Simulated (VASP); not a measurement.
Set up this calculation in VASP 6.6.1, as the native input.

```
Task                   : single point
Functional             : LDA
Potentials or basis    : VASP PAW LDA potentials, release 64 (Sc_sv)
Cutoff                 : 520 eV
k mesh                 : 11 × 11 × 6
Occupations            : fermi-dirac, width 0.05 eV
Spin                   : collinear spin
Starting moments       : [1.0, 1.0] μB
Dipole correction      : no
Further INCAR settings : ALGO = Normal; EDIFF = 1e-07; NBANDS = 22
```

The structure of Sc lies in POSCAR:

```
Sc
1.0
    3.2280843683      0.0000000000      0.0000000000
   -1.6140421842      2.7956030685      0.0000000000
    0.0000000000      0.0000000000      4.9887837300
Sc
2
Direct
    0.3333333333      0.6666666667      0.2500000000
    0.6666666667      0.3333333333      0.7500000000
```

The input as run:

INCAR

```
PREC = Accurate
ENCUT = 520
EDIFF = 1E-7
ISMEAR = -1
SIGMA = 0.05
LREAL = False
LASPH = True
NELM = 150
ALGO = Normal
ISIF = 2
LWAVE = False
LCHARG = False
ISPIN = 2
MAGMOM = 1 1
LORBIT = 11
LMAXMIX = 4
GGA = CA
NBANDS = 22
```

KPOINTS

```
Automatic mesh
0
Gamma
  11 11 6
```

Potentials or basis: VASP PAW LDA potentials, release 64 (Sc_sv).

The run is started by

```console
$ cat potpaw_LDA.64/Sc_sv/POTCAR > POTCAR
$ mpirun -np 1 vasp_std > vasp.out
```

Results of the run:

| Property | Result |
| --- | --- |
| Pressure | 0.1 GPa |
| Band gap on the k mesh | zero (filled and empty bands overlap) |
| Net moment | 0.00 μB per cell |
| Valence electrons inside the program's atomic spheres | Sc 9.51 |

Wall time 68 s on 1 thread of Intel(R) Xeon(R) Platinum 8488C (Sapphire Rapids), on a shared host, peak memory 0.2 GiB.
